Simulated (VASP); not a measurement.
# AlBH: single point with PBEsol

Crystal: AlBH.

```
CELL_PARAMETERS angstrom
2.88944 0.00000 0.00000
1.44472 -6.27503 0.00000
0.00000 0.00000 -2.79955
ATOMIC_POSITIONS crystal
H 0.91002 0.17996 0.75000
H 0.08998 0.82004 0.25000
Al 0.30058 0.39884 0.25000
Al 0.69942 0.60116 0.75000
B 0.46450 0.07100 0.25000
B 0.53550 0.92900 0.75000
```

```yaml
Program: VASP 6.6.1
Task: single point
Functional: PBEsol
Potentials_or_basis: VASP PAW PBE potentials, release 64 (H, Al, B)
Cutoff: 520 eV
k_mesh: 8 × 8 × 8
Occupations: methfessel-paxton, width 0.0343 eV
Spin: no spin polarisation
```

| Item | Value |
| --- | --- |
| Pressure | 22.8 GPa |
| Largest force | 3.031 eV/Å |
| Band gap on the k mesh | zero (band 7 reaches 10.13 eV, above the bottom of band 8 at 4.71 eV) |

Forces on the atoms (eV/Å):
```
H    0.000  0.207  0.000
H    0.000 -0.207  0.000
Al   0.000  3.031  0.000
Al   0.000 -3.031  0.000
B    0.000  1.239  0.000
B    0.000 -1.239  0.000
```

Stress tensor (GPa, compression positive):
```
15.28  0.00  0.00
 0.00 24.48  0.00
 0.00  0.00 28.61
```

Levels at points of the mesh, in eV from the Fermi level:
| k point | band 3 | band 4 | band 5 | band 6 | band 7 | band 8 | band 9 | band 10 | band 11 | band 12 |
| --- | --- | --- | --- | --- | --- | --- | --- | --- | --- | --- |
| (0.00, 0.00, 0.00) | -9.12 | -0.89 | -0.21 | 1.20 | 1.21 | 3.56 | 3.78 | 4.35 | 4.67 | 5.92 |
| (0.50, 0.00, 0.00) | -7.05 | -6.54 | -3.79 | -3.43 | 0.26 | 0.55 | 2.35 | 6.40 | 7.44 | 7.47 |
| (0.00, 0.50, 0.00) | -6.04 | -4.59 | -0.20 | 1.13 | 3.31 | 3.77 | 4.35 | 4.93 | 4.98 | 5.52 |
| (0.00, 0.00, 0.50) | -5.80 | -5.80 | -4.65 | -4.65 | 2.02 | 2.02 | 4.97 | 4.97 | 5.74 | 5.74 |
| (0.50, 0.00, 0.50) | -4.09 | -4.09 | -3.14 | -3.14 | -2.12 | -2.12 | -0.24 | -0.24 | 1.82 | 1.82 |
| (0.00, 0.50, 0.50) | -7.11 | -7.11 | -2.37 | -2.37 | -0.21 | -0.21 | 4.92 | 4.92 | 6.40 | 6.40 |

Wall time 41 s on 1 thread of Intel(R) Xeon(R) Platinum 8488C (Sapphire Rapids) (shared host), peak memory 0.22 GiB.

Caveat: the PAW data sets were made with another functional, which shifts forces and pressure a little.
